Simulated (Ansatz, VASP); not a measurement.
**Hf3Si2F in VASP and in Ansatz**

```
Hf Si F
1.0
     4.09471    0.00000    0.00000
    -2.04736    3.54612    0.00000
     0.00000    0.00000    8.92012
Hf Si F
3 2 1
Direct
  0.66667 0.33333 0.50000
  0.00000 0.00000 0.00000
  0.00000 0.00000 0.50000
  0.33333 0.66667 0.25167
  0.33333 0.66667 0.74833
  0.66667 0.33333 0.00000
```

Change from the starting cell: species swapped into the Sr2Al3Ge type (P-6m2, No. 187).

Alike in both runs: task single point; functional PBE; k mesh 6 × 6 × 2; occupations gaussian, width 0.1 eV; no spin polarisation.

|  | VASP | Ansatz |
| --- | --- | --- |
| version | VASP 6.6.1 | Ansatz 0.2.0 |
| potentials or method | VASP PAW PBE potentials, release 64 (Hf_pv, Si, F), cutoff 520 eV | scalar-relativistic, plane waves, PAW |
| valence electrons in the cell | 45 | 93 |

```tsv
	VASP	Ansatz	Ansatz less VASP
gap on the k mesh at the Fermi level (eV)	none	none	-
pressure (GPa)	-4.8	-4.2	+0.61
traceless stress, the component that is largest in VASP (GPa)	-21.54	-21.93	-0.398
rms of the force components (eV/Å)	0.494	0.496	+0.0022
```

Atom by atom the forces differ by 0.002 eV/Å (rms over components). A gap of «none» marks a metal or a gap that the smearing closes. The functional is the same, so the differences come from potentials, cutoffs and numerics. VASP's potentials hold 45 valence electrons a cell and Ansatz's 93, so a difference there can come from the potentials and not from the codes.

Spin-orbit coupling is off throughout.
